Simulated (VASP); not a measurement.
# BN (F-43m) in VASP: a series of runs

BN is run at these levels: LDA; tasks: single point, relaxation of cell and atoms.

All numbers are computed with VASP 6.6.1; they aren't measurements. Logs are shortened: lines on timing, memory, paths and dates and some standing lists are left out, and cuts for length are marked.

**1. The cell of the first run**

It takes space group F-43m (No. 216, cubic). Conventional cell: a = 3.578 Å, b = 3.578 Å, c = 3.578 Å, α = 90.00°, β = 90.00°, γ = 90.00°. B (site symmetry -43m) has 4 N at 1.55 Å within 2.1 Å. N (site symmetry -43m) has 4 B at 1.55 Å within 2.1 Å.

**2. Single point, LDA**

File INCAR:

```
PREC     = Accurate       # precision mode
ENCUT    = 600            # plane-wave cutoff, eV
EDIFF    = 1E-6           # SCF threshold, eV
ISMEAR   = 0              # smearing method
SIGMA    = 0.01           # smearing width, eV
LREAL    = F              # projectors in reciprocal space
LASPH    = T              # aspherical terms in the spheres
NELM     = 120            # most SCF steps
ALGO     = Normal         # electronic algorithm
ISIF     = 2              # what is computed and relaxed
LWAVE    = F              # write WAVECAR
LCHARG   = F              # write CHGCAR
NBANDS   = 11             # bands
GGA_COMPAT= F
```

File KPOINTS:

```
Automatic mesh
0
Gamma
  12 12 12
```

File POSCAR:

```
BN
1.0
    0.0000000000      1.7887858587      1.7887858587
    1.7887858587      0.0000000000      1.7887858587
    1.7887858587      1.7887858587      0.0000000000
B N
1 1
Direct
    0.0000000000      0.0000000000      0.0000000000
    0.7500000000      0.7500000000      0.7500000000
```

Potentials or basis: VASP PAW LDA potentials, release 64 (B, N).

Run with:

```
$ cat potpaw_LDA.64/B/POTCAR potpaw_LDA.64/N/POTCAR > POTCAR
$ mpirun -np 1 vasp_std > vasp.out
```

OUTCAR:

```text
PREC = Accurate
   ENCUT = 600
   EDIFF = 1E-6
   ISMEAR = 0
   LREAL = F
   LASPH = T
   NELM = 120
   ISIF = 2

 ion  position               nearest neighbor table
   1  0.000  0.000  0.000-   2 1.55   2 1.55   2 1.55   2 1.55
   2  0.750  0.750  0.750-   1 1.55   1 1.55   1 1.55   1 1.55

  LATTYP: Found a face centered cubic cell.
 ALAT       =     3.5775717174

  Lattice vectors:

 A1 = (   0.0000000000,   1.7887858587,   1.7887858587)
 A2 = (   1.7887858587,   0.0000000000,   1.7887858587)
 A3 = (   1.7887858587,   1.7887858587,   0.0000000000)

Analysis of symmetry for initial positions (statically):
=====================================================================
 Subroutine PRICEL returns:
 Original cell was already a primitive cell.

 Routine SETGRP: Setting up the symmetry group for a
 face centered cubic supercell.

 Subroutine GETGRP returns: Found 24 space group operations
 (whereof 24 operations were pure point group operations)
 out of a pool of 48 trial point group operations.

The static configuration has the point symmetry T_d .

Analysis of symmetry for dynamics (positions and initial velocities):
=====================================================================
 Subroutine PRICEL returns:
 Original cell was already a primitive cell.

 Routine SETGRP: Setting up the symmetry group for a
 face centered cubic supercell.

 Subroutine GETGRP returns: Found 24 space group operations
 (whereof 24 operations were pure point group operations)
 out of a pool of 48 trial point group operations.

The dynamic configuration has the point symmetry T_d .

 Subroutine INISYM returns: Found 24 space group operations
 (whereof 24 operations are pure point group operations),
 and found     1 'primitive' translations

----------------------------------------------------------------------------------------

                                     Primitive cell

  volume of cell :      11.4474

  direct lattice vectors                    reciprocal lattice vectors
     0.000000000  1.788785859  1.788785859    -0.279519204  0.279519204  0.279519204
     1.788785859  0.000000000  1.788785859     0.279519204 -0.279519204  0.279519204
     1.788785859  1.788785859  0.000000000     0.279519204  0.279519204 -0.279519204

  length of vectors
     2.529725222  2.529725222  2.529725222     0.484141464  0.484141464  0.484141464

  position of ions in fractional coordinates (direct lattice)
     0.000000000  0.000000000  0.000000000
     0.750000000  0.750000000  0.750000000

  ion indices of the primitive-cell ions
   primitive index   ion index
                 1           1
                 2           2

----------------------------------------------------------------------------------------

 KPOINTS: Automatic mesh

Automatic generation of k-mesh.
 Grid dimensions read from file:
 generate k-points for:   12   12   12

 Generating k-lattice:

  Cartesian coordinates                     Fractional coordinates (reciprocal lattice)
    -0.023293267  0.023293267  0.023293267     0.083333333  0.000000000  0.000000000
     0.023293267 -0.023293267  0.023293267     0.000000000  0.083333333  0.000000000
     0.023293267  0.023293267 -0.023293267     0.000000000  0.000000000  0.083333333

  Length of vectors
     0.040345122  0.040345122  0.040345122

  Shift w.r.t. Gamma in fractional coordinates (k-lattice)
     0.000000000  0.000000000  0.000000000

 Subroutine IBZKPT returns following result:
 ===========================================

 Found     72 irreducible k-points:

 Following reciprocal coordinates:
            Coordinates               Weight
  0.000000  0.000000  0.000000      1.000000
  0.083333  0.000000  0.000000      8.000000
  0.166667  0.000000  0.000000      8.000000
  0.250000  0.000000  0.000000      8.000000
  0.333333  0.000000  0.000000      8.000000
  0.416667  0.000000  0.000000      8.000000
[... 16 lines left out ...]
  0.500000  0.166667  0.000000     24.000000
 -0.416667  0.166667  0.000000     24.000000
 [... further k-points ...]
   k-points           NKPTS =     72   k-points in BZ     NKDIM =     72   number of bands    NBANDS=     11
   number of dos      NEDOS =    301   number of ions     NIONS =      2
   total plane-waves  NPLWV =   8000
   dimension x,y,z NGX =    20 NGY =   20 NGZ =   20
   dimension x,y,z NGXF=    40 NGYF=   40 NGZF=   40
   ions per type =               1   1
   NGX,Y,Z   is equivalent  to a cutoff of  13.14, 13.14, 13.14 a.u.
   NGXF,Y,Z  is equivalent  to a cutoff of  26.29, 26.29, 26.29 a.u.
 SYSTEM =  unknown system
   PREC   = accura    normal or accurate (medium, high low for compatibility)
   ISTART =      0    job   : 0-new  1-cont  2-samecut
   ICHARG =      2    charge: 1-file 2-atom 10-const
   ISPIN  =      1    spin polarized calculation?
   LNONCOLLINEAR =      F non collinear calculations
   LSORBIT =      F    spin-orbit coupling
   LASPH  =      T    aspherical Exc in radial PAW
   ENCUT  =  600.0 eV  44.10 Ry    6.64 a.u.   5.05  5.05  5.05*2*pi/ulx,y,z
   NELM   =    120;   NELMIN=  2; NELMDL= -5     # of ELM steps
   EDIFF  = 0.1E-05   stopping-criterion for ELM
   LREAL  =      F    real-space projection
   EDIFFG = 0.1E-04   stopping-criterion for IOM
   NSW    =      0    number of steps for IOM
   IBRION =     -1    ionic relax: 0-MD 1-quasi-New 2-CG
   NFREE  =      0    steps in history (QN), initial steepest desc. (CG)
   ISIF   =      2    stress and relaxation
   ISYM   =      2    0-nonsym 1-usesym 2-fastsym
   POTIM  = 0.5000    time-step for ionic-motion
   TEBEG  =    0.0;   TEEND  =   0.0 temperature during run
   PSTRESS=    0.0 pullay stress
   NELECT =       8.0000    total number of electrons
   NUPDOWN=      -1.0000    fix difference up-down
   EMIN   =  10.00;   EMAX   =-10.00  energy-range for DOS
   EFERMI =   0.00;   METHOD = LEGACY
   ISMEAR =     0;   SIGMA  =   0.01  broadening in eV -4-tet -1-fermi 0-gaus
   EFERMI_NEDOS =   21; number of points for ismear=-14 and -15
   IALGO  =     38    algorithm
   IMIX   =      4    mixing-type and parameters
     AMIX     =   0.40;   BMIX     =  1.00
     AMIX_MAG =   1.60;   BMIX_MAG =  1.00
  volume/ion in A,a.u.               =       5.72        38.63
  Fermi-wavevector in a.u.,A,eV,Ry     =   1.452791  2.745377 28.716479  2.110602
  Thomas-Fermi vector in A             =   2.570132
   LORBIT       =      0    0 simple, 1 ext, 2 COOP (PROOUT), +10 PAW based schemes
   GGA     = CA    functional components
   LHFCALC =     F    Hartree Fock is set to
   AEXX    =    0.0000 exact exchange contribution
   IVDW    =     0    specifies the selected vdW correction
   LEPSILON=     F    determine dielectric tensor
   LRPA    =     F    only Hartree local field effects (RPA)
 non-spin polarized calculation
 Gauss-broadening in eV      SIGMA  =   0.01
  energy-cutoff  :      600.00
  volume of cell :       11.45
 maximum number of plane-waves:       392
   NGX = 11   NGY = 11   NGZ = 11

 number of electron       7.9999999 magnetization

 Free energy of the ion-electron system (eV)
  ---------------------------------------------------
  ext. energy  EPLUGINS =         0.00000000
  ---------------------------------------------------
  free energy    TOTEN  =       -19.41599330 eV

  energy without entropy =      -19.41599330  energy(sigma->0) =      -19.41599330

 E-fermi :   7.8887     XC(G=0): -13.2556

 val. band max:        7.7835484487   @ k =   0.0000   0.0000   0.0000
 cond. band min:      12.1638783166   @ k =   0.5000   0.5000   0.0000
 fundamental gap:      4.3803298679
 Fermi energy:         7.8887241279

 k-point     1 :       0.0000    0.0000    0.0000
  band No.  band energies     occupation
      1     -12.6434      2.00000
      2       7.7835      2.00000
      3       7.7835      2.00000
      4       7.7835      2.00000
      5      16.6145      0.00000
      6      16.6145      0.00000
      7      16.6145      0.00000
      8      18.7352      0.00000
      9      32.8677      0.00000
     10      35.9580      0.00000
     11      35.9580      0.00000

 k-point     2 :       0.0833    0.0000    0.0000
  band No.  band energies     occupation
      1     -12.4696      2.00000
      2       6.8590      2.00000
      3       7.5951      2.00000
      4       7.5951      2.00000
      5      16.8871      0.00000
      6      16.8988      0.00000
      7      16.8988      0.00000
      8      19.2460      0.00000
      9      32.5361      0.00000
     10      33.5642      0.00000
     11      33.5642      0.00000

 k-point     3 :       0.1667    0.0000    0.0000
  band No.  band energies     occupation
      1     -11.9540      2.00000
      2       4.7239      2.00000
      3       7.1380      2.00000
      4       7.1380      2.00000
      5      17.3282      0.00000
      6      17.5554      0.00000
      7      17.5554      0.00000
      8      20.4645      0.00000
      9      31.8286      0.00000
     10      31.9651      0.00000
     11      31.9651      0.00000

 k-point     4 :       0.2500    0.0000    0.0000
  band No.  band energies     occupation
      1     -11.1180      2.00000
      2       2.2051      2.00000
      3       6.6127      2.00000
      4       6.6127      2.00000
      5      17.7401      0.00000
      6      18.1746      0.00000
      7      18.1746      0.00000
      8      21.6783      0.00000
      9      31.2707      0.00000
     10      31.5544      0.00000
     11      31.5544      0.00000
[... 239 lines left out ...]
 k-point    22 :       0.4167    0.1667    0.0000
  band No.  band energies     occupation
      1      -9.0825      2.00000
      2      -0.5676      2.00000
      3       4.5855      2.00000
      4       4.7167      2.00000
      5      16.3303      0.00000
      6      20.4958      0.00000
      7      20.7798      0.00000
      8      21.7641      0.00000
      9      28.2763      0.00000
     10      34.3681      0.00000
     11      36.4890      0.00000

 k-point    23 :       0.5000    0.1667    0.0000
  band No.  band energies     occupation
      1      -8.0413      2.00000
      2      -2.2111      2.00000
      3       3.9809      2.00000
      4       4.7945      2.00000
      5      16.6728      0.00000
      6      20.4872      0.00000
      7      20.5215      0.00000
      8      23.0736      0.00000
      9      28.6301      0.00000
     10      34.5458      0.00000
     11      35.6668      0.00000

 k-point    24 :      -0.4167    0.1667    0.0000
  band No.  band energies     occupation
      1      -7.8357      2.00000
      2      -2.5032      2.00000
      3       3.5632      2.00000
      4       5.1224      2.00000
      5      17.1249      0.00000
      6      20.1152      0.00000
      7      20.3591      0.00000
      8      23.7109      0.00000
      9      28.9131      0.00000
     10      33.3517      0.00000
     11      34.8085      0.00000

 [... further k-points ...]
[... 5 lines left out ...]
  --------------------------------------------------------------------------------------
  -------------------------------------------------------------------------------------
  Total        0.1270920      0.1270920      0.1270920      0.0000000     -0.0000000      0.0000000
  in kB       17.7878564     17.7878564     17.7878564      0.0000000     -0.0000000      0.0000000
  external PRESSURE =      17.7878564 kB  Pullay stress =       0.0000000 kB

 VOLUME and BASIS-vectors are now :
 -----------------------------------------------------------------------------
  energy-cutoff  :      600.00
  volume of cell :       11.45
      direct lattice vectors                 reciprocal lattice vectors
     0.000000000  1.788785859  1.788785859    -0.279519204  0.279519204  0.279519204
     1.788785859  0.000000000  1.788785859     0.279519204 -0.279519204  0.279519204
     1.788785859  1.788785859  0.000000000     0.279519204  0.279519204 -0.279519204

 POSITION                                       TOTAL-FORCE (eV/Angst)
 -----------------------------------------------------------------------------------
      0.00000      0.00000      0.00000         0.000000      0.000000      0.000000
      2.68318      2.68318      2.68318        -0.000000     -0.000000     -0.000000
 -----------------------------------------------------------------------------------
    total drift:                                0.000000      0.000000      0.000000

  FREE ENERGIE OF THE ION-ELECTRON SYSTEM (eV)
  ---------------------------------------------------
  free  energy   TOTEN  =       -19.4159933017 eV

  energy  without entropy=      -19.4159933017  energy(sigma->0) =      -19.41599330
```

Wall time 8.1 s (1 thread of AMD EPYC 9R45 (Zen 5), shared host); peak memory 0.09 GiB.

What came out:

```yaml
Free_energy: -19.4160 eV
Pressure: 1.8 GPa
Band_gap_on_the_k_mesh: 4.38 eV, indirect (least direct gap 8.83 eV)
```

**3. Relaxation of cell and atoms, LDA, target pressure 1 GPa, at which the enthalpy is minimised**

This run uses another cell than the first one, of 5.74 Å³/atom, 1.002 times its volume.

File INCAR:

```
PREC = Accurate
ENCUT = 600
EDIFF = 1E-7
ISMEAR = 0
SIGMA = 0.01
LREAL = F
LASPH = T
NELM = 120
ALGO = Normal
ISIF = 3
LWAVE = F
LCHARG = F
IBRION = 2
NSW = 80
EDIFFG = -0.001
PSTRESS = 10.0
GGA_COMPAT = F
NELMIN = 4
```

File KPOINTS:

```
regular mesh
0
Gamma
  12 12 12
```

File POSCAR:

```
BN
1.0
    0.0000000000      1.7902744181      1.7902744181
    1.7902744181      0.0000000000      1.7902744181
    1.7902744181      1.7902744181      0.0000000000
B N
1 1
Direct
    0.0000000000      0.0000000000      0.0000000000
    0.7500000000      0.7500000000      0.7500000000
```

Potentials or basis: VASP PAW LDA potentials, release 64 (B, N).

Run with:

```
$ cat potpaw_LDA.64/B/POTCAR potpaw_LDA.64/N/POTCAR > POTCAR
$ mpirun -np 1 vasp_std > vasp.out
```

Run time: 12 s. Hardware: 1 thread of AMD EPYC 9R45 (Zen 5), shared host; peak memory 0.08 GiB.

Results (log left out):

```
Free energy                                            : -19.4163 eV
Relaxed volume                                         : 5.73 Å³/atom
Relaxed cell                                           : a = 2.531 Å, b = 2.531 Å, c = 2.531 Å, α = 60.00°, β = 60.00°, γ = 60.00°
Space group after relaxing (to 0.05 Å)                 : F-43m (No. 216)
Energy change on relaxing (the enthalpy is what falls) : +0.0 meV/atom
Ionic steps                                            : 3
Pressure after relaxing                                : 1.0 GPa
Band gap on the k mesh                                 : 4.38 eV, indirect (least direct gap 8.82 eV)
```

Final structure:
```
B N
1.0
     0.00000    1.78988    1.78988
     1.78988    0.00000    1.78988
     1.78988    1.78988    0.00000
B N
1 1
Direct
  0.00000 0.00000 0.00000
  0.75000 0.75000 0.75000
```

Levels at points of the mesh, in eV from the valence-band top:
```tsv
k point	band 1	band 2	band 3	band 4	band 5	band 6	band 7	band 8
(0.00, 0.00, 0.00)	-20.41	0.00	0.00	0.00	8.82	8.82	8.82	10.92
(0.50, 0.00, 0.00)	-15.98	-10.99	-2.00	-2.00	10.60	10.73	10.73	15.31
(0.50, 0.50, 0.00)	-14.57	-9.08	-5.07	-5.07	4.38	9.31	18.15	18.15
```

Caveat: the cell is relaxed towards a set pressure, so the enthalpy falls and the energy may rise.
